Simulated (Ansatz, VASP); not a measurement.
## FeO in VASP and in Ansatz

```
Fe O
1.0
     1.51882    0.87689    2.51958
    -1.51882    0.87689    2.51958
     0.00000   -1.75378    2.51958
Fe O
1 1
Direct
  0.00000 0.00000 0.00000
  0.50000 0.50000 0.50000
```

Alike in both runs: task single point; functional LDA; k mesh 11 × 11 × 11; occupations fermi-dirac, width 0.05 eV; collinear spin.

|  | VASP | Ansatz |
| --- | --- | --- |
| version | VASP 6.6.1 | Ansatz 0.2.0 |
| potentials or method | VASP PAW LDA potentials, release 64 (Fe, O), cutoff 520 eV | all-electron LAPW, scalar-relativistic |

Ansatz gave:

```
gap on the k mesh at the Fermi level (eV)                     : none
pressure (GPa)                                                : -16.4
traceless stress, the component that is largest in VASP (GPa) : -0.74
net moment per atom (μB)                                      : 2.00
size of the moment on the site where the two differ most (μB) : 0.34
```

Task: Estimate VASP's values.

Result: gap on the k mesh at the Fermi level (eV): none; pressure (GPa): -16.2; traceless stress, the component that is largest in VASP (GPa): -0.75; net moment per atom (μB): 2.00; size of the moment on the site where the two differ most (μB): 0.32.

LDA's correlation is that of Perdew and Zunger in VASP and of Perdew and Wang (1992) in Ansatz. Site moments also hang on the region over which each program counts them. A gap of «none» marks a metal or a gap that the smearing closes. Ansatz ran all-electron here, and VASP with PAW potentials.
